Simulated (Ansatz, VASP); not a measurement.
# One calculation of FeCo3, two programs

INCAR

```
SYSTEM = FeCo3
  ALGO = Normal
  EDIFF = 1E-6
  ENCUT = 520
  GGA = PS
  ISIF = 2
  ISMEAR = 0
  LASPH = .TRUE.
  LCHARG = .FALSE.
  LREAL = .FALSE.
  LWAVE = .FALSE.
  NBANDS = 26
  NELM = 60
  PREC = Accurate
  SIGMA = 0.1
```

KPOINTS

```
k-points
0
G
  12 12 12
  0 0 0
```

Contents of POSCAR:

```
FeCo3
1.0
    3.4879169971      0.0000000000      0.0000000000
    0.0000000000      3.4879169971      0.0000000000
    0.0000000000      0.0000000000      3.4879169971
Fe Co
1 3
Direct
    0.0000000000      0.0000000000      0.0000000000
    0.5000000000      0.5000000000      0.0000000000
    0.5000000000      0.0000000000      0.5000000000
    0.0000000000      0.5000000000      0.5000000000
```

Input for Ansatz:

```yaml
crystal:
  lattice:
    - [3.4879169971, 0.0, 0.0]
    - [0.0, 3.4879169971, 0.0]
    - [0.0, 0.0, 3.4879169971]
  atoms:
    - { symbol: Fe, position: [0.0, 0.0, 0.0] }
    - { symbol: Co, position: [0.5, 0.5, 0.0] }
    - { symbol: Co, position: [0.5, 0.0, 0.5] }
    - { symbol: Co, position: [0.0, 0.5, 0.5] }
basis:
  ecutwfc: 420
kpoints:
  mp_grid: { grid: [12, 12, 12] }
hamiltonian:
  xc: pbesol
scf:
  occupations: { method: gaussian, width: 0.1 }
  lower_state_search: "off"
output:
  forces: true
  stress: true
  eigenvalues: true
```

Alike in both runs: task single point; functional PBEsol; k mesh 12 × 12 × 12; occupations gaussian, width 0.1 eV; no spin polarisation.

|  | VASP | Ansatz |
| --- | --- | --- |
| version | VASP 6.6.1 | Ansatz 0.2.0 |
| potentials or method | VASP PAW PBE potentials, release 64 (Fe, Co), cutoff 520 eV | scalar-relativistic, plane waves, PAW |
| valence electrons in the cell | 35 | 67 |

```csv
,VASP,Ansatz,Ansatz less VASP
gap on the k mesh at the Fermi level (eV),none,none,-
pressure (GPa),-18.5,-18.1,+0.43
```

VASP's potentials were made for PBE, not for PBEsol. A gap of «none» marks a metal or a gap that the smearing closes. With one functional, cell and mesh, what is left measures potentials, basis and numerics. VASP's potentials hold 35 valence electrons a cell and Ansatz's 67, so a difference there can come from the potentials and not from the codes.
